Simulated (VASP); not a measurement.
A run of VASP 6.6.1 is set up as follows.

File INCAR:

```
ALGO = Normal
EDIFF = 1E-6
ENCUT = 500
GGA = PS
GGA_COMPAT = F
ISIF = 2
ISMEAR = 0
LASPH = T
LCHARG = F
LREAL = F
LWAVE = F
NBANDS = 20
NELM = 120
PREC = Accurate
SIGMA = 0.1
```

Contents of KPOINTS:

```
k-points
0
Gamma
  16 16 16
```

POSCAR

```
Nb
1.0
    0.0000000000      2.9029994978      2.9029994978
    2.9029994978      0.0000000000      2.9029994978
    2.9029994978      2.9029994978      0.0000000000
Nb
2
Direct
    0.0000000000      0.0000000000      0.0000000000
    0.2500000000      0.2500000000      0.2500000000
```

Potentials or basis: VASP PAW PBE potentials, release 64 (Nb_sv).

Launch:

```sh
$ cat potpaw_PBE.64/Nb_sv/POTCAR > POTCAR
$ mpirun -np 1 vasp_std > vasp.out
```

Question: What does it give for the pressure?

Answer: 0.0 GPa.

Question: Predict the band gap on the k mesh.

Answer: Zero (bands 13 and 14 overlap by 1.57 eV).

Caveat: the PAW data sets were made with another functional, which shifts forces and pressure a little.
